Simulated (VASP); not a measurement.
# Ge (R32) in VASP: further runs

The runs below take Ge through single point, relaxation of cell and atoms, with PBE.

All numbers are computed with VASP 6.6.1; they aren't measurements. Logs are shortened: lines on timing, memory, paths and dates and some standing lists are left out, and cuts for length are marked.

### Step 1. The cell of the first run

It takes space group R32 (No. 155, trigonal). Conventional cell: a = 8.031 Å, b = 8.031 Å, c = 11.363 Å, α = 90.00°, β = 90.00°, γ = 120.00°. Ge (site symmetry 1) has 8 Ge at 2.57 to 3.50 Å within 3.5 Å. Ge (site symmetry 2) has 8 Ge at 2.57 to 3.50 Å within 3.5 Å.

The cell was generated, and may not be a known phase.

### Step 2. Single point, PBE

Contents of INCAR:

```
ALGO = Normal
EDIFF = 1E-6
ENCUT = 520
GGA = PE
ISIF = 2
ISMEAR = 0
LASPH = True
LCHARG = False
LREAL = False
LWAVE = False
NBANDS = 73
NELM = 100
PREC = Accurate
SIGMA = 0.1
```

Contents of KPOINTS:

```
k-points
0
Gamma
  3 3 3
```

Contents of POSCAR:

```
Ge
1.0
    4.0153962298      2.3182900942      3.7875454418
   -4.0153962298      2.3182900942      3.7875454418
    0.0000000000     -4.6365801884      3.7875454418
Ge
9
Direct
    0.7450275629      0.8007699974      0.4393371475
    0.4393371475      0.7450275629      0.8007699974
    0.8007699974      0.4393371475      0.7450275629
    0.5606628525      0.1992300026      0.2549724371
    0.1992300026      0.2549724371      0.5606628525
    0.2549724371      0.5606628525      0.1992300026
    0.1571579522      0.8428420478      0.5000000000
    0.5000000000      0.1571579522      0.8428420478
    0.8428420478      0.5000000000      0.1571579522
```

Potentials or basis: VASP PAW PBE potentials, release 64 (Ge_d).

The run is started by

```bash
> cat potpaw_PBE.64/Ge_d/POTCAR > POTCAR
> mpirun -np 1 vasp_std > vasp.out
```

OUTCAR:

```text
EDIFF = 1E-6
   ENCUT = 520
   GGA = PE
   ISIF = 2
   ISMEAR = 0
   LASPH = True
   LREAL = False
   NELM = 100
   PREC = Accurate

 ion  position               nearest neighbor table
   1  0.745  0.801  0.439-   7 2.57   9 2.58   4 2.70   3 2.71   2 2.71
   2  0.439  0.745  0.801-   8 2.57   7 2.58   6 2.70   3 2.71   1 2.71
   3  0.801  0.439  0.745-   9 2.57   8 2.58   5 2.70   2 2.71   1 2.71
   4  0.561  0.199  0.255-   8 2.57   9 2.58   1 2.70   6 2.71   5 2.71
   5  0.199  0.255  0.561-   7 2.57   8 2.58   3 2.70   4 2.71   6 2.71
   6  0.255  0.561  0.199-   9 2.57   7 2.58   2 2.70   4 2.71   5 2.71
   7  0.157  0.843  0.500-   1 2.57   5 2.57   2 2.58   6 2.58
   8  0.500  0.157  0.843-   2 2.57   4 2.57   5 2.58   3 2.58
   9  0.843  0.500  0.157-   6 2.57   3 2.57   1 2.58   4 2.58

  LATTYP: Found a trigonal (rhomboedric) cell.
 ALAT       =     5.9869337993
 COS(alpha) =     0.1003410650

  Lattice vectors:

 A1 = (   4.0153962298,   2.3182900942,   3.7875454418)
 A2 = (  -4.0153962298,   2.3182900942,   3.7875454418)
 A3 = (   0.0000000000,  -4.6365801884,   3.7875454418)

Analysis of symmetry for initial positions (statically):
=====================================================================
 Subroutine PRICEL returns:
 Original cell was already a primitive cell.

 Routine SETGRP: Setting up the symmetry group for a
 trigonal (rhombohedral) supercell.

 Subroutine GETGRP returns: Found  6 space group operations
 (whereof  6 operations were pure point group operations)
 out of a pool of 12 trial point group operations.

The static configuration has the point symmetry D_3 .

Analysis of symmetry for dynamics (positions and initial velocities):
=====================================================================
 Subroutine PRICEL returns:
 Original cell was already a primitive cell.

 Routine SETGRP: Setting up the symmetry group for a
 trigonal (rhombohedral) supercell.

 Subroutine GETGRP returns: Found  6 space group operations
 (whereof  6 operations were pure point group operations)
 out of a pool of 12 trial point group operations.

The dynamic configuration has the point symmetry D_3 .

 Subroutine INISYM returns: Found  6 space group operations
 (whereof  6 operations are pure point group operations),
 and found     1 'primitive' translations

----------------------------------------------------------------------------------------

                                     Primitive cell

  volume of cell :     211.5462

  direct lattice vectors                    reciprocal lattice vectors
     4.015396230  2.318290094  3.787545442     0.124520713  0.071892067  0.088007745
    -4.015396230  2.318290094  3.787545442    -0.124520713  0.071892067  0.088007745
     0.000000000 -4.636580188  3.787545442     0.000000000 -0.143784134  0.088007745

  length of vectors
     5.986933799  5.986933799  5.986933799     0.168580071  0.168580071  0.168580071

  position of ions in fractional coordinates (direct lattice)
     0.745027563  0.800769997  0.439337147
     0.439337147  0.745027563  0.800769997
     0.800769997  0.439337147  0.745027563
     0.560662853  0.199230003  0.254972437
     0.199230003  0.254972437  0.560662853
     0.254972437  0.560662853  0.199230003
     0.157157952  0.842842048  0.500000000
     0.500000000  0.157157952  0.842842048
     0.842842048  0.500000000  0.157157952

  ion indices of the primitive-cell ions
   primitive index   ion index
                 1           1
                 2           2
                 3           3
                 4           4
                 5           5
                 6           6
                 7           7
                 8           8
                 9           9

----------------------------------------------------------------------------------------

 KPOINTS: k-points

Automatic generation of k-mesh.
 Grid dimensions read from file:
 generate k-points for:    3    3    3

 Generating k-lattice:

  Cartesian coordinates                     Fractional coordinates (reciprocal lattice)
     0.041506904  0.023964022  0.029335915     0.333333333  0.000000000  0.000000000
    -0.041506904  0.023964022  0.029335915     0.000000000  0.333333333  0.000000000
     0.000000000 -0.047928045  0.029335915     0.000000000  0.000000000  0.333333333

  Length of vectors
     0.056193357  0.056193357  0.056193357

  Shift w.r.t. Gamma in fractional coordinates (k-lattice)
     0.000000000  0.000000000  0.000000000

 Subroutine IBZKPT returns following result:
 ===========================================

 Found      6 irreducible k-points:

 Following reciprocal coordinates:
            Coordinates               Weight
  0.000000  0.000000  0.000000      1.000000
  0.333333 -0.000000  0.000000      6.000000
  0.333333  0.333333  0.000000      6.000000
 -0.333333  0.333333  0.000000      6.000000
  0.333333  0.333333  0.333333      2.000000
 -0.333333  0.333333  0.333333      6.000000
   k-points           NKPTS =      6   k-points in BZ     NKDIM =      6   number of bands    NBANDS=     73
   number of dos      NEDOS =    301   number of ions     NIONS =      9
   total plane-waves  NPLWV = 110592
   dimension x,y,z NGX =    48 NGY =   48 NGZ =   48
   dimension x,y,z NGXF=    96 NGYF=   96 NGZF=   96
   ions per type =               9
   NGX,Y,Z   is equivalent  to a cutoff of  13.33, 13.33, 13.33 a.u.
   NGXF,Y,Z  is equivalent  to a cutoff of  26.66, 26.66, 26.66 a.u.
 SYSTEM =  unknown system
   PREC   = accura    normal or accurate (medium, high low for compatibility)
   ISTART =      0    job   : 0-new  1-cont  2-samecut
   ICHARG =      2    charge: 1-file 2-atom 10-const
   ISPIN  =      1    spin polarized calculation?
   LNONCOLLINEAR =      F non collinear calculations
   LSORBIT =      F    spin-orbit coupling
   LASPH  =      T    aspherical Exc in radial PAW
   ENCUT  =  520.0 eV  38.22 Ry    6.18 a.u.  11.13 11.13 11.13*2*pi/ulx,y,z
   NELM   =    100;   NELMIN=  2; NELMDL= -5     # of ELM steps
   EDIFF  = 0.1E-05   stopping-criterion for ELM
   LREAL  =      F    real-space projection
   EDIFFG = 0.1E-04   stopping-criterion for IOM
   NSW    =      0    number of steps for IOM
   IBRION =     -1    ionic relax: 0-MD 1-quasi-New 2-CG
   NFREE  =      0    steps in history (QN), initial steepest desc. (CG)
   ISIF   =      2    stress and relaxation
   ISYM   =      2    0-nonsym 1-usesym 2-fastsym
   POTIM  = 0.5000    time-step for ionic-motion
   TEBEG  =    0.0;   TEEND  =   0.0 temperature during run
   PSTRESS=    0.0 pullay stress
   NELECT =     126.0000    total number of electrons
   NUPDOWN=      -1.0000    fix difference up-down
   EMIN   =  10.00;   EMAX   =-10.00  energy-range for DOS
   EFERMI =   0.00;   METHOD = LEGACY
   ISMEAR =     0;   SIGMA  =   0.10  broadening in eV -4-tet -1-fermi 0-gaus
   EFERMI_NEDOS =   21; number of points for ismear=-14 and -15
   IALGO  =     38    algorithm
   IMIX   =      4    mixing-type and parameters
     AMIX     =   0.40;   BMIX     =  1.00
     AMIX_MAG =   1.60;   BMIX_MAG =  1.00
  volume/ion in A,a.u.               =      23.51       158.62
  Fermi-wavevector in a.u.,A,eV,Ry     =   1.377410  2.602928 25.813769  1.897258
  Thomas-Fermi vector in A             =   2.502566
   LORBIT       =      0    0 simple, 1 ext, 2 COOP (PROOUT), +10 PAW based schemes
   GGA     = PE    functional components
   LHFCALC =     F    Hartree Fock is set to
   AEXX    =    0.0000 exact exchange contribution
   IVDW    =     0    specifies the selected vdW correction
   LEPSILON=     F    determine dielectric tensor
   LRPA    =     F    only Hartree local field effects (RPA)
 non-spin polarized calculation
 Gauss-broadening in eV      SIGMA  =   0.10
  energy-cutoff  :      520.00
  volume of cell :      211.55
 maximum number of plane-waves:      5711
 NGX is ok and might be reduce to    48
   NGX = 23   NGY = 23   NGZ = 23

 number of electron     126.0000013 magnetization

 Free energy of the ion-electron system (eV)
  ---------------------------------------------------
  ext. energy  EPLUGINS =         0.00000000
  ---------------------------------------------------
  free energy    TOTEN  =       -38.23057749 eV

  energy without entropy =      -38.20241943  energy(sigma->0) =      -38.21649846

 E-fermi :   4.5551     XC(G=0):  -9.8517

 val. band max:        4.5204555991   @ k =   0.3333  -0.0000   0.0000
 cond. band min:       4.5855837736   @ k =   0.3333   0.3333   0.3333
 fundamental gap:      0.0651281745
 Fermi energy:         4.5551103224

 k-point     1 :       0.0000    0.0000    0.0000
  band No.  band energies     occupation
      1     -20.2308      2.00000
      2     -20.2308      2.00000
      3     -20.2128      2.00000
      4     -20.2037      2.00000
      5     -20.2037      2.00000
      6     -20.1964      2.00000
[... 65 lines left out ...]
     72       9.4955      0.00000
     73       9.4982      0.00000

 k-point     2 :       0.3333   -0.0000    0.0000
  band No.  band energies     occupation
      1     -20.2319      2.00000
      2     -20.2204      2.00000
      3     -20.2104      2.00000
      4     -20.2069      2.00000
      5     -20.1992      2.00000
      6     -20.1868      2.00000
[... 65 lines left out ...]
     72       8.7788      0.00000
     73       8.8857      0.00000

 k-point     3 :       0.3333    0.3333    0.0000
  band No.  band energies     occupation
      1     -20.2286      2.00000
      2     -20.2148      2.00000
      3     -20.2097      2.00000
      4     -20.2039      2.00000
      5     -20.1998      2.00000
      6     -20.1908      2.00000
[... 65 lines left out ...]
     72       8.5764      0.00000
     73       8.6648      0.00000

 k-point     4 :      -0.3333    0.3333    0.0000
  band No.  band energies     occupation
      1     -20.2260      2.00000
      2     -20.2188      2.00000
      3     -20.2102      2.00000
      4     -20.2042      2.00000
      5     -20.1971      2.00000
      6     -20.1896      2.00000
[... 65 lines left out ...]
     72       8.2289      0.00000
     73       8.6408      0.00000

 k-point     5 :       0.3333    0.3333    0.3333
  band No.  band energies     occupation
      1     -20.2173      2.00000
      2     -20.2136      2.00000
      3     -20.2097      2.00000
      4     -20.2085      2.00000
      5     -20.1995      2.00000
      6     -20.1909      2.00000
[... 65 lines left out ...]
     72       7.8705      0.00000
     73       8.5183      0.00000

 k-point     6 :      -0.3333    0.3333    0.3333
  band No.  band energies     occupation
      1     -20.2240      2.00000
      2     -20.2108      2.00000
      3     -20.2089      2.00000
      4     -20.2076      2.00000
      5     -20.1923      2.00000
      6     -20.1880      2.00000
[... 65 lines left out ...]
     72       8.0401      0.00000
     73       8.4536      0.00000

------------------------ aborting loop because EDIFF is reached ----------------------------------------

  FORCE on cell =-STRESS in cart. coord.  units (eV):
  Direction    XX          YY          ZZ          XY          YZ          ZX
  --------------------------------------------------------------------------------------
  -------------------------------------------------------------------------------------
  Total        0.1289941      0.1289941     -0.1326118     -0.0000000      0.0000000     -0.0000000
  in kB        0.9769560      0.9769560     -1.0043556     -0.0000000      0.0000000     -0.0000000
  external PRESSURE =       0.3165188 kB  Pullay stress =       0.0000000 kB

 VOLUME and BASIS-vectors are now :
 -----------------------------------------------------------------------------
  energy-cutoff  :      520.00
  volume of cell :      211.55
      direct lattice vectors                 reciprocal lattice vectors
     4.015396230  2.318290094  3.787545442     0.124520713  0.071892067  0.088007745
    -4.015396230  2.318290094  3.787545442    -0.124520713  0.071892067  0.088007745
     0.000000000 -4.636580188  3.787545442     0.000000000 -0.143784134  0.088007745

 POSITION                                       TOTAL-FORCE (eV/Angst)
 -----------------------------------------------------------------------------------
     -0.22383      1.54659      7.51879        -0.000437      0.001427     -0.007329
     -1.22747     -0.96713      7.51879        -0.001017     -0.001092     -0.007329
      1.45130     -0.57945      7.51879         0.001454     -0.000335     -0.007329
      1.45130      0.57945      3.84385         0.001454      0.000335      0.007329
     -0.22383     -1.54659      3.84385        -0.000437     -0.001427      0.007329
     -1.22747      0.96713      3.84385        -0.001017      0.001092      0.007329
     -2.75329      0.00000      5.68132         0.004841      0.000000      0.000000
      1.37665     -2.38442      5.68132        -0.002421      0.004193      0.000000
      1.37665      2.38442      5.68132        -0.002421     -0.004193      0.000000
 -----------------------------------------------------------------------------------
    total drift:                               -0.000000      0.000000      0.000000

  FREE ENERGIE OF THE ION-ELECTRON SYSTEM (eV)
  ---------------------------------------------------
  free  energy   TOTEN  =       -38.2305774910 eV

  energy  without entropy=      -38.2024194268  energy(sigma->0) =      -38.21649846
```

Wall time 58 s (1 thread of Intel Xeon 6975P-C (Granite Rapids), shared host); peak memory 0.34 GiB.

Results:

```yaml
Free_energy: -38.2306 eV
Pressure: 0.0 GPa
Largest_force: 0.007 eV/Å
Band_gap_on_the_k_mesh: zero (bands 63 and 64 overlap by 0.69 eV)
```

Forces on the atoms (eV/Å):
```
Ge   0.000  0.001 -0.007
Ge  -0.001 -0.001 -0.007
Ge   0.001  0.000 -0.007
Ge   0.001  0.000  0.007
Ge   0.000 -0.001  0.007
Ge  -0.001  0.001  0.007
Ge   0.005  0.000  0.000
Ge  -0.002  0.004  0.000
Ge  -0.002 -0.004  0.000
```

Caveat: semilocal functionals underestimate gaps, and a narrow one can read as zero.

### Step 3. Single point, PBE

This run uses another cell than the first one, of 19.46 Å³/atom.

Contents of INCAR:

```
ALGO = Normal
EDIFF = 1E-7
ENCUT = 520
GGA = PE
ISIF = 2
ISMEAR = 0
LASPH = True
LCHARG = True
LELF = True
LREAL = False
LVHAR = True
LWAVE = False
NBANDS = 73
NELM = 60
PREC = Accurate
SIGMA = 0.1
```

KPOINTS is that of step 2.

Contents of POSCAR:

```
Ge
1.0
    3.9928576000      2.3052774100      3.1706968800
   -3.9928576000      2.3052774100      3.1706968800
    0.0000000000     -4.6105548200      3.1706968800
Ge
9
Direct
    0.7512614100      0.8200319800      0.3882386700
    0.3882386700      0.7512614100      0.8200319800
    0.8200319800      0.3882386700      0.7512614100
    0.6117613300      0.1799680200      0.2487385900
    0.1799680200      0.2487385900      0.6117613300
    0.2487385900      0.6117613300      0.1799680200
    0.1460539600      0.8539460400      0.5000000000
    0.5000000000      0.1460539600      0.8539460400
    0.8539460400      0.5000000000      0.1460539600
```

Potentials or basis: VASP PAW PBE potentials, release 64 (Ge_d).

The run is started by

```bash
> cat potpaw_PBE.64/Ge_d/POTCAR > POTCAR
> mpirun -np 1 vasp_std > vasp.out
```

Wall time 58 s (1 thread of Intel Xeon 6975P-C (Granite Rapids), shared host); peak memory 0.27 GiB.

Results (log left out):

```yaml
Free_energy: -33.6109 eV
Pressure: 22.7 GPa
Largest_force: 2.241 eV/Å
Band_gap_on_the_k_mesh: zero (bands 63 and 64 overlap by 0.39 eV)
```

Forces in eV/Å, atoms in the order of the input:
```
Ge  -0.610 -1.992 -0.825
Ge   2.031  0.468 -0.825
Ge  -1.420  1.525 -0.825
Ge  -1.420 -1.525  0.825
Ge  -0.610  1.992  0.825
Ge   2.031 -0.468  0.825
Ge   0.147  0.000  0.000
Ge  -0.073  0.127  0.000
Ge  -0.073 -0.127  0.000
```

Stress tensor (GPa, compression positive):
```
17.70  0.00  0.00
 0.00 17.70  0.00
 0.00  0.00 32.60
```

Levels at points of the mesh, in eV from the Fermi level:
| k point | band 61 | band 62 | band 63 | band 64 | band 65 | band 66 |
| --- | --- | --- | --- | --- | --- | --- |
| (0.00, 0.00, 0.00) | -1.72 | -1.72 | -0.55 | 0.46 | 1.06 | 1.06 |

Caveat: the k points lie up to 0.37 Å⁻¹ apart; semilocal functionals underestimate gaps, and a narrow one can read as zero; forces of over 1 eV/Å act on the atoms, so gaps and moduli don't describe the material at rest.

### Step 4. Relaxation of cell and atoms, PBE

This run uses another cell than the first one, of 19.46 Å³/atom.

Contents of INCAR:

```
SYSTEM = Ge
  PREC = Accurate
  ENCUT = 600
  EDIFF = 1E-6
  ISMEAR = 0
  SIGMA = 0.1
  LREAL = .FALSE.
  LASPH = .TRUE.
  NELM = 100
  ALGO = Normal
  ISIF = 3
  LWAVE = .FALSE.
  LCHARG = .FALSE.
  GGA = PE
  IBRION = 2
  NSW = 90
  EDIFFG = -0.04
```

Contents of KPOINTS:

```
regular mesh
0
G
  3 3 3
  0 0 0
```

POSCAR is that of step 3.

The run is started by

```bash
> cat potpaw_PBE.64/Ge_d/POTCAR > POTCAR
> mpirun -np 1 vasp_std > vasp.out
```

Run time: 21 min. Hardware: 1 thread of Intel Xeon 6975P-C (Granite Rapids), shared host; peak memory 0.36 GiB.

The run converged. Its results:

| Quantity | Value |
| --- | --- |
| Free energy | -38.2144 eV |
| Relaxed volume | 23.41 Å³/atom |
| Relaxed cell | a = 5.977 Å, b = 5.977 Å, c = 5.977 Å, α = 84.36°, β = 84.36°, γ = 84.36° |
| Space group after relaxing (to 0.1 Å) | R32 (No. 155) |
| Energy gained by relaxing | 511.4 meV/atom |
| Ionic steps | 24 |
| Pressure after relaxing | 0.1 GPa |
| Largest force after relaxing | 0.024 eV/Å |
| Band gap on the k mesh | zero (bands 63 and 64 overlap by 0.74 eV) |

Forces on the atoms (eV/Å):
```
Ge  -0.022  0.000  0.004
Ge   0.011 -0.018  0.004
Ge   0.010  0.019  0.004
Ge   0.010 -0.019 -0.004
Ge  -0.022  0.000 -0.004
Ge   0.011  0.018 -0.004
Ge   0.024  0.000  0.000
Ge  -0.012  0.021  0.000
Ge  -0.012 -0.021  0.000
```

The path:
```tsv
step	energy change (eV)	largest force (eV/Å)	pressure (GPa)	volume (Å³)
1	0.0000	2.2422	22.73	175.11
2	-2.8107	0.6957	-5.63	254.32
3	-3.3998	0.7926	-0.73	223.49
4	-3.3999	0.7838	-0.94	224.53
5	-3.6522	0.7494	-1.08	222.41
6	-4.2831	0.5941	-0.91	215.68
7	-3.4309	1.6104	5.43	200.83
8	-4.3883	0.5706	-0.42	212.93
9	-4.4213	0.5690	0.12	210.55
10	-4.5089	0.2125	0.05	210.01
11	-4.5095	0.2193	0.09	210.05
12	-4.5535	0.1671	-0.22	210.72
13	-4.5596	0.1707	-0.40	211.04
14	-4.5705	0.0651	0.44	207.69
15	-4.5706	0.0725	0.46	208.01
16	-4.5767	0.1126	0.05	209.14
17	-4.5768	0.1092	0.02	209.09
18	-4.5827	0.0872	-0.13	209.56
19	-4.5890	0.0637	-0.15	210.21
20	-4.5949	0.1218	-0.33	211.50
21	-4.5984	0.1006	-0.08	210.85
22	-4.6002	0.0749	0.20	210.02
23	-4.6021	0.0421	0.13	210.42
24	-4.6027	0.0245	0.09	210.66
```

Final structure:
```
Ge
1.0
     4.01366    2.31729    3.77496
    -4.01366    2.31729    3.77496
     0.00000   -4.63457    3.77496
Ge
9
Direct
  0.74337 0.79881 0.43686
  0.43686 0.74337 0.79881
  0.79881 0.43686 0.74337
  0.56314 0.20119 0.25663
  0.20119 0.25663 0.56314
  0.25663 0.56314 0.20119
  0.15309 0.84691 0.50000
  0.50000 0.15309 0.84691
  0.84691 0.50000 0.15309
```

Levels at points of the mesh, in eV from the Fermi level:
```tsv
k point	band 61	band 62	band 63	band 64	band 65	band 66
(0.00, 0.00, 0.00)	-2.34	-1.44	-1.44	-0.66	1.07	1.39
```

Caveat: the k points lie up to 0.35 Å⁻¹ apart in the final cell, too coarse for converged energies and pressures of a metal; the volume moved by over 15 % at a fixed basis, so the end points are rough; semilocal functionals underestimate gaps, and a narrow one can read as zero.

(Part 1 of 2 ends here.)

The gap in the log of VASP goes by the Fermi energy; the results here count the filled bands.